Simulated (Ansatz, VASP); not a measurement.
One calculation of Ga, two programs

```xyz
1
Lattice="2.6933 0.0000 0.0000 0.0000 2.6933 0.0000 0.0000 0.0000 2.6933" Properties=species:S:1:pos:R:3 pbc="T T T"
Ga    0.0000    0.0000    0.0000
```

Alike in both runs: task single point; functional PBEsol; k mesh 13 × 13 × 13; occupations fermi-dirac, width 0.1 eV; no spin polarisation.

|  | VASP | Ansatz |
| --- | --- | --- |
| version | VASP 6.6.1 | Ansatz 0.2.0 |
| potentials or method | VASP PAW PBE potentials, release 64 (Ga_d), cutoff 520 eV | plane waves (420 eV) with PAW, scalar-relativistic |
| valence electrons in the cell | 13 | 13 |

|  | VASP | Ansatz | Ansatz less VASP |
| --- | --- | --- | --- |
| pressure (GPa) | -1.9 | -1.9 | -0.05 |

VASP's potentials were made for PBE, not for PBEsol, and Ansatz warns of the same on its side.
